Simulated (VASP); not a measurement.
# La (Pm-3m) in VASP: further runs

The runs below take La through single point, with PBE.

Program: VASP 6.6.1. These are calculated values, not measurements. Logs are shortened: lines on timing, memory, paths and dates and some standing lists are left out, and cuts for length are marked.

### Step 1. The cell of the first run

The structure is cubic, space group Pm-3m (No. 221). The conventional cell has a = 2.823 Å, b = 2.823 Å, c = 2.823 Å, α = 90.00°, β = 90.00°, γ = 90.00°. Within 3.7 Å of La (site symmetry m-3m) lie 6 La at 2.82 Å.

### Step 2. Single point, PBE

Input file INCAR:

```
PREC = Accurate ; ENCUT = 520
EDIFF = 1E-7 ; ISMEAR = -1
SIGMA = 0.05 ; LREAL = False
LASPH = True ; NELM = 80
ALGO = Normal ; ISIF = 2
LWAVE = False ; LCHARG = False
GGA = PE ; NBANDS = 12
```

Input file KPOINTS:

```
Automatic mesh
0
Gamma
  7 7 7
```

Input file POSCAR:

```
La
1.0
    2.8229767755      0.0000000000      0.0000000000
    0.0000000000      2.8229767755      0.0000000000
    0.0000000000      0.0000000000      2.8229767755
La
1
Direct
    0.0000000000      0.0000000000      0.0000000000
```

Potentials or basis: VASP PAW PBE potentials, release 64 (La).

Command:

```sh
$ cat potpaw_PBE.64/La/POTCAR > POTCAR
$ mpirun -np 1 vasp_std > vasp.out
```

OUTCAR:

```text
PREC = Accurate
   ENCUT = 520
   EDIFF = 1E-7
   ISMEAR = -1
   LREAL = False
   LASPH = True
   NELM = 80
   ISIF = 2
   GGA = PE

 ion  position               nearest neighbor table
   1  0.000  0.000  0.000-

  LATTYP: Found a simple cubic cell.
 ALAT       =     2.8229767755

  Lattice vectors:

 A1 = (   2.8229767755,   0.0000000000,   0.0000000000)
 A2 = (   0.0000000000,   2.8229767755,   0.0000000000)
 A3 = (   0.0000000000,   0.0000000000,   2.8229767755)

Analysis of symmetry for initial positions (statically):
=====================================================================
 Subroutine PRICEL returns:
 Original cell was already a primitive cell.

 Routine SETGRP: Setting up the symmetry group for a
 simple cubic supercell.

 Subroutine GETGRP returns: Found 48 space group operations
 (whereof 48 operations were pure point group operations)
 out of a pool of 48 trial point group operations.

The static configuration has the point symmetry O_h .

Analysis of symmetry for dynamics (positions and initial velocities):
=====================================================================
 Subroutine PRICEL returns:
 Original cell was already a primitive cell.

 Routine SETGRP: Setting up the symmetry group for a
 simple cubic supercell.

 Subroutine GETGRP returns: Found 48 space group operations
 (whereof 48 operations were pure point group operations)
 out of a pool of 48 trial point group operations.

The dynamic configuration has the point symmetry O_h .

 Subroutine INISYM returns: Found 48 space group operations
 (whereof 48 operations are pure point group operations),
 and found     1 'primitive' translations

----------------------------------------------------------------------------------------

                                     Primitive cell

  volume of cell :      22.4969

  direct lattice vectors                    reciprocal lattice vectors
     2.822976775  0.000000000  0.000000000     0.354236000  0.000000000  0.000000000
     0.000000000  2.822976775  0.000000000     0.000000000  0.354236000  0.000000000
     0.000000000  0.000000000  2.822976775     0.000000000  0.000000000  0.354236000

  length of vectors
     2.822976775  2.822976775  2.822976775     0.354236000  0.354236000  0.354236000

  position of ions in fractional coordinates (direct lattice)
     0.000000000  0.000000000  0.000000000

  ion indices of the primitive-cell ions
   primitive index   ion index
                 1           1

----------------------------------------------------------------------------------------

 KPOINTS: Automatic mesh

Automatic generation of k-mesh.
 Grid dimensions read from file:
 generate k-points for:    7    7    7

 Generating k-lattice:

  Cartesian coordinates                     Fractional coordinates (reciprocal lattice)
     0.050605143  0.000000000  0.000000000     0.142857143  0.000000000  0.000000000
     0.000000000  0.050605143  0.000000000     0.000000000  0.142857143  0.000000000
     0.000000000  0.000000000  0.050605143     0.000000000  0.000000000  0.142857143

  Length of vectors
     0.050605143  0.050605143  0.050605143

  Shift w.r.t. Gamma in fractional coordinates (k-lattice)
     0.000000000  0.000000000  0.000000000

 Subroutine IBZKPT returns following result:
 ===========================================

 Found     20 irreducible k-points:

 Following reciprocal coordinates:
            Coordinates               Weight
  0.000000  0.000000  0.000000      1.000000
  0.142857  0.000000  0.000000      6.000000
  0.285714  0.000000  0.000000      6.000000
  0.428571  0.000000  0.000000      6.000000
  0.142857  0.142857  0.000000     12.000000
  0.285714  0.142857  0.000000     24.000000
[... 12 lines left out ...]
  0.428571  0.428571  0.285714     24.000000
  0.428571  0.428571  0.428571      8.000000
   k-points           NKPTS =     20   k-points in BZ     NKDIM =     20   number of bands    NBANDS=     12
   number of dos      NEDOS =    301   number of ions     NIONS =      1
   total plane-waves  NPLWV =  13824
   dimension x,y,z NGX =    24 NGY =   24 NGZ =   24
   dimension x,y,z NGXF=    48 NGYF=   48 NGZF=   48
   ions per type =               1
   NGX,Y,Z   is equivalent  to a cutoff of  14.13, 14.13, 14.13 a.u.
   NGXF,Y,Z  is equivalent  to a cutoff of  28.27, 28.27, 28.27 a.u.
 SYSTEM =  unknown system
   PREC   = accura    normal or accurate (medium, high low for compatibility)
   ISTART =      0    job   : 0-new  1-cont  2-samecut
   ICHARG =      2    charge: 1-file 2-atom 10-const
   ISPIN  =      1    spin polarized calculation?
   LNONCOLLINEAR =      F non collinear calculations
   LSORBIT =      F    spin-orbit coupling
   LASPH  =      T    aspherical Exc in radial PAW
   ENCUT  =  520.0 eV  38.22 Ry    6.18 a.u.   5.25  5.25  5.25*2*pi/ulx,y,z
   NELM   =     80;   NELMIN=  2; NELMDL= -5     # of ELM steps
   EDIFF  = 0.1E-06   stopping-criterion for ELM
   LREAL  =      F    real-space projection
   EDIFFG = 0.1E-05   stopping-criterion for IOM
   NSW    =      0    number of steps for IOM
   IBRION =     -1    ionic relax: 0-MD 1-quasi-New 2-CG
   NFREE  =      0    steps in history (QN), initial steepest desc. (CG)
   ISIF   =      2    stress and relaxation
   ISYM   =      2    0-nonsym 1-usesym 2-fastsym
   POTIM  = 0.5000    time-step for ionic-motion
   TEBEG  =    0.0;   TEEND  =   0.0 temperature during run
   PSTRESS=    0.0 pullay stress
   NELECT =      11.0000    total number of electrons
   NUPDOWN=      -1.0000    fix difference up-down
   EMIN   =  10.00;   EMAX   =-10.00  energy-range for DOS
   EFERMI =   0.00;   METHOD = LEGACY
   ISMEAR =    -1;   SIGMA  =   0.05  broadening in eV -4-tet -1-fermi 0-gaus
   EFERMI_NEDOS =   21; number of points for ismear=-14 and -15
   IALGO  =     38    algorithm
   IMIX   =      4    mixing-type and parameters
     AMIX     =   0.40;   BMIX     =  1.00
     AMIX_MAG =   1.60;   BMIX_MAG =  1.00
  volume/ion in A,a.u.               =      22.50       151.82
  Fermi-wavevector in a.u.,A,eV,Ry     =   1.289729  2.437234 22.631938  1.663401
  Thomas-Fermi vector in A             =   2.421604
   LORBIT       =      0    0 simple, 1 ext, 2 COOP (PROOUT), +10 PAW based schemes
   GGA     = PE    functional components
[... 5 lines left out ...]
 non-spin polarized calculation
  energy-cutoff  :      520.00
  volume of cell :       22.50
 maximum number of plane-waves:       619
 NGX is ok and might be reduce to    24
   NGX = 11   NGY = 11   NGZ = 11

 number of electron      11.0000001 magnetization

 Free energy of the ion-electron system (eV)
  ---------------------------------------------------
  ext. energy  EPLUGINS =         0.00000000
  ---------------------------------------------------
  free energy    TOTEN  =        -3.45485475 eV

  energy without entropy =       -3.43881996  energy(sigma->0) =       -3.44683735

 E-fermi :  13.8520     XC(G=0): -11.7191

 val. band max:       13.8197069007   @ k =   0.2857   0.1429   0.1429
 cond. band min:      13.8950806457   @ k =   0.2857   0.1429   0.0000
 fundamental gap:      0.0753737449
 Fermi energy:        13.8519506686

 k-point     1 :       0.0000    0.0000    0.0000
  band No.  band energies     occupation
      1     -19.9124      2.00000
      2      -0.2499      2.00000
      3      -0.2499      2.00000
      4      -0.2499      2.00000
      5      11.5619      2.00000
      6      11.5619      2.00000
      7      12.0742      2.00000
      8      16.6331      0.00000
      9      16.6331      0.00000
     10      16.6331      0.00000
     11      17.3933      0.00000
     12      17.3933      0.00000

 k-point     2 :       0.1429    0.0000    0.0000
  band No.  band energies     occupation
      1     -19.7367      2.00000
      2      -1.6486      2.00000
      3      -0.1187      2.00000
      4      -0.1187      2.00000
      5      11.7628      2.00000
      6      12.1187      2.00000
      7      13.7726      1.66027
      8      16.4619      0.00000
      9      16.6848      0.00000
     10      16.6848      0.00000
     11      17.2158      0.00000
     12      17.4051      0.00000

 k-point     3 :       0.2857    0.0000    0.0000
  band No.  band energies     occupation
      1     -19.3034      2.00000
      2      -4.0524      2.00000
      3       0.1916      2.00000
      4       0.1916      2.00000
      5      12.3047      2.00000
      6      12.9143      2.00000
      7      15.9781      0.00000
      8      16.4045      0.00000
      9      16.8322      0.00000
     10      16.8322      0.00000
     11      17.4506      0.00000
     12      17.4509      0.00000

 k-point     4 :       0.4286    0.0000    0.0000
  band No.  band energies     occupation
      1     -18.9068      2.00000
      2      -5.6463      2.00000
      3       0.4583      2.00000
      4       0.4583      2.00000
      5      12.9186      2.00000
      6      14.0891      0.01726
      7      15.3999      0.00000
      8      15.4105      0.00000
      9      17.0260      0.00000
     10      17.0260      0.00000
     11      17.4823      0.00000
     12      17.6250      0.00000

 k-point     5 :       0.1429    0.1429    0.0000
  band No.  band energies     occupation
      1     -19.5612      2.00000
      2      -1.5111      2.00000
      3      -1.4915      2.00000
      4       0.0114      2.00000
      5      12.1420      2.00000
      6      13.6372      1.97311
      7      14.0684      0.02601
      8      16.2230      0.00000
      9      16.5755      0.00000
     10      16.7430      0.00000
     11      17.0226      0.00000
     12      17.3984      0.00000

 k-point     6 :       0.2857    0.1429    0.0000
  band No.  band energies     occupation
      1     -19.1285      2.00000
      2      -3.8893      2.00000
      3      -1.1482      2.00000
      4       0.3189      2.00000
      5      12.7560      2.00000
      6      13.8951      0.59359
      7      15.3516      0.00000
      8      16.3004      0.00000
      9      16.8559      0.00000
     10      16.9057      0.00000
     11      16.9248      0.00000
     12      17.3345      0.00000

 k-point     7 :       0.4286    0.1429    0.0000
  band No.  band energies     occupation
      1     -18.7325      2.00000
      2      -5.4767      2.00000
      3      -0.8387      2.00000
      4       0.5829      2.00000
      5      13.3433      1.99992
      6      13.5708      1.99280
      7      15.2679      0.00000
      8      16.0092      0.00000
      9      16.9418      0.00000
     10      17.1009      0.00000
     11      17.2271      0.00000
     12      17.2580      0.00000

 k-point     8 :       0.2857    0.2857    0.0000
  band No.  band energies     occupation
      1     -18.6974      2.00000
      2      -3.5039      2.00000
      3      -3.4831      2.00000
      4       0.6192      2.00000
      5      12.2831      2.00000
      6      13.5188      1.99745
      7      15.8840      0.00000
      8      16.6407      0.00000
      9      16.6466      0.00000
     10      17.1211      0.00000
     11      17.1336      0.00000
     12      17.5377      0.00000
[... 106 lines left out ...]
 k-point    16 :       0.4286    0.4286    0.1429
  band No.  band energies     occupation
      1     -17.7358      2.00000
      2      -4.5376      2.00000
      3      -4.5360      2.00000
      4      -0.0920      2.00000
      5       9.6210      2.00000
      6      14.6809      0.00000
      7      14.8263      0.00000
      8      16.4989      0.00000
      9      16.6937      0.00000
     10      17.1881      0.00000
     11      17.3872      0.00000
     12      17.7489      0.00000

 k-point    17 :       0.2857    0.2857    0.2857
  band No.  band energies     occupation
      1     -18.0928      2.00000
      2      -2.9690      2.00000
      3      -2.9690      2.00000
      4      -2.9469      2.00000
      5      12.4128      2.00000
      6      13.7894      1.55465
      7      13.7894      1.55465
      8      16.4503      0.00000
      9      16.4503      0.00000
     10      16.8522      0.00000
     11      17.3713      0.00000
     12      17.7356      0.00000

 k-point    18 :       0.4286    0.2857    0.2857
  band No.  band energies     occupation
      1     -17.6992      2.00000
      2      -4.5105      2.00000
      3      -2.6496      2.00000
      4      -2.6077      2.00000
      5      11.3881      2.00000
      6      12.5194      2.00000
      7      14.0603      0.03055
      8      16.4675      0.00000
      9      16.5982      0.00000
     10      17.0272      0.00000
     11      17.4866      0.00000
     12      17.5978      0.00000

 k-point    19 :       0.4286    0.4286    0.2857
  band No.  band energies     occupation
      1     -17.3062      2.00000
      2      -4.1636      2.00000
      3      -4.1605      2.00000
      4      -2.3109      2.00000
      5      10.3584      2.00000
      6      12.7306      2.00000
      7      12.8782      2.00000
      8      15.9640      0.00000
      9      16.9579      0.00000
     10      17.0774      0.00000
     11      17.3307      0.00000
     12      17.7245      0.00000

 k-point    20 :       0.4286    0.4286    0.4286
  band No.  band energies     occupation
      1     -16.9128      2.00000
      2      -3.8347      2.00000
      3      -3.8347      2.00000
      4      -3.8227      2.00000
      5      11.0728      2.00000
      6      11.4562      2.00000
      7      11.4562      2.00000
      8      15.0426      0.00000
      9      17.0935      0.00000
     10      17.0935      0.00000
     11      17.2266      0.00000
     12      17.7759      0.00000

------------------------ aborting loop because EDIFF is reached ----------------------------------------

  FORCE on cell =-STRESS in cart. coord.  units (eV):
  Direction    XX          YY          ZZ          XY          YZ          ZX
  --------------------------------------------------------------------------------------
  -------------------------------------------------------------------------------------
  Total        4.3157015      4.3157015      4.3157015      0.0000000      0.0000000      0.0000000
  in kB      307.3548456    307.3548456    307.3548456      0.0000000      0.0000000      0.0000000
  external PRESSURE =     307.3548456 kB  Pullay stress =       0.0000000 kB

 VOLUME and BASIS-vectors are now :
 -----------------------------------------------------------------------------
  energy-cutoff  :      520.00
  volume of cell :       22.50
      direct lattice vectors                 reciprocal lattice vectors
     2.822976775  0.000000000  0.000000000     0.354236000  0.000000000  0.000000000
     0.000000000  2.822976775  0.000000000     0.000000000  0.354236000  0.000000000
     0.000000000  0.000000000  2.822976775     0.000000000  0.000000000  0.354236000

 POSITION                                       TOTAL-FORCE (eV/Angst)
 -----------------------------------------------------------------------------------
      0.00000      0.00000      0.00000         0.000000      0.000000      0.000000
 -----------------------------------------------------------------------------------
    total drift:                                0.000000      0.000000     -0.000000

  FREE ENERGIE OF THE ION-ELECTRON SYSTEM (eV)
  ---------------------------------------------------
  free  energy   TOTEN  =        -3.4548547484 eV

  energy  without entropy=       -3.4388199551  energy(sigma->0) =       -3.44683735
```

It used 7.3 s of CPU time on 1 thread of AMD EPYC 7R13 Processor (Zen 3) (shared host).

Results:

* Free energy: -3.4549 eV
* Pressure: 30.7 GPa

Caveat: spin-orbit coupling is left out, which moves the levels of the heavy elements.

### Step 3. Single point, PBE

This run uses another cell than the first one, of 20.64 Å³/atom, 0.917 times its volume.

Input file INCAR:

```
ALGO = Normal ; EDIFF = 1E-7
ENCUT = 520 ; GGA = PE
ISIF = 2 ; ISMEAR = -1
LASPH = True ; LCHARG = False
LREAL = False ; LWAVE = False
NBANDS = 12 ; NELM = 80
PREC = Accurate ; SIGMA = 0.05
```

Input file KPOINTS:

```
k-points
0
Gamma
  7 7 7
```

Input file POSCAR:

```
La
1.0
    2.7429834768      0.0000000000      0.0000000000
    0.0000000000      2.7429834768      0.0000000000
    0.0000000000      0.0000000000      2.7429834768
La
1
Direct
    0.0000000000      0.0000000000      0.0000000000
```

Potentials or basis: VASP PAW PBE potentials, release 64 (La).

Command:

```sh
$ cat potpaw_PBE.64/La/POTCAR > POTCAR
$ mpirun -np 1 vasp_std > vasp.out
```

OUTCAR:

```text
EDIFF = 1E-7
   ENCUT = 520
   GGA = PE
   ISIF = 2
   ISMEAR = -1
   LASPH = True
   LREAL = False
   NELM = 80
   PREC = Accurate

 ion  position               nearest neighbor table
   1  0.000  0.000  0.000-

  LATTYP: Found a simple cubic cell.
 ALAT       =     2.7429834768

  Lattice vectors:

 A1 = (   2.7429834768,   0.0000000000,   0.0000000000)
 A2 = (   0.0000000000,   2.7429834768,   0.0000000000)
 A3 = (   0.0000000000,   0.0000000000,   2.7429834768)

Analysis of symmetry for initial positions (statically):
=====================================================================
 Subroutine PRICEL returns:
 Original cell was already a primitive cell.

 Routine SETGRP: Setting up the symmetry group for a
 simple cubic supercell.

 Subroutine GETGRP returns: Found 48 space group operations
 (whereof 48 operations were pure point group operations)
 out of a pool of 48 trial point group operations.

The static configuration has the point symmetry O_h .

Analysis of symmetry for dynamics (positions and initial velocities):
=====================================================================
[... 160 lines left out ...]
      2       1.4405      2.00000
      3       1.4405      2.00000
      4       1.4405      2.00000
      5      12.6388      2.00000
      6      12.6388      2.00000
      7      13.8160      2.00000
      8      18.1053      0.00000
      9      18.1053      0.00000
     10      18.1053      0.00000
     11      19.0654      0.00000
     12      19.0654      0.00000
[... 271 lines left out ...]
 k-point    20 :       0.4286    0.4286    0.4286
  band No.  band energies     occupation
      1     -15.1762      2.00000
      2      -2.7302      2.00000
      3      -2.7302      2.00000
      4      -2.6940      2.00000
      5      12.0087      2.00000
      6      12.4216      2.00000
      7      12.4216      2.00000
      8      16.2037      0.00000
      9      18.7003      0.00000
     10      18.7003      0.00000
     11      18.8587      0.00000
     12      19.4384      0.00000

------------------------ aborting loop because EDIFF is reached ----------------------------------------

  FORCE on cell =-STRESS in cart. coord.  units (eV):
  Direction    XX          YY          ZZ          XY          YZ          ZX
  --------------------------------------------------------------------------------------
  -------------------------------------------------------------------------------------
  Total        5.9209007      5.9209007      5.9209007      0.0000000      0.0000000      0.0000000
  in kB      459.6516128    459.6516128    459.6516128      0.0000000      0.0000000      0.0000000
  external PRESSURE =     459.6516128 kB  Pullay stress =       0.0000000 kB

 VOLUME and BASIS-vectors are now :
 -----------------------------------------------------------------------------
  energy-cutoff  :      520.00
  volume of cell :       20.64
      direct lattice vectors                 reciprocal lattice vectors
     2.742983477  0.000000000  0.000000000     0.364566542  0.000000000  0.000000000
     0.000000000  2.742983477  0.000000000     0.000000000  0.364566542  0.000000000
     0.000000000  0.000000000  2.742983477     0.000000000  0.000000000  0.364566542

 POSITION                                       TOTAL-FORCE (eV/Angst)
 -----------------------------------------------------------------------------------
      0.00000      0.00000      0.00000         0.000000      0.000000      0.000000
 -----------------------------------------------------------------------------------
    total drift:                                0.000000      0.000000     -0.000000

  FREE ENERGIE OF THE ION-ELECTRON SYSTEM (eV)
  ---------------------------------------------------
  free  energy   TOTEN  =        -3.0171140365 eV

  energy  without entropy=       -2.9997659322  energy(sigma->0) =       -3.00843998
```

stdout:

```text
POSCAR found type information on POSCAR La
 POSCAR found :  1 types and       1 ions
 scaLAPACK will be used
 LDA part: xc-table for (Slater+PW92), standard interpolation
 POSCAR, INCAR and KPOINTS ok, starting setup
 FFT: planning ... GRIDC
 FFT: planning ... GRID_SOFT
 FFT: planning ... GRID
 WAVECAR not read
 entering main loop
```

It used 5.3 s of CPU time on 1 thread of AMD EPYC 7R13 Processor (Zen 3), on a shared host.

Results:

```yaml
Free_energy: -3.0171 eV
Pressure: 46.0 GPa
```

Caveat: spin-orbit coupling is left out, which moves the levels of the heavy elements.
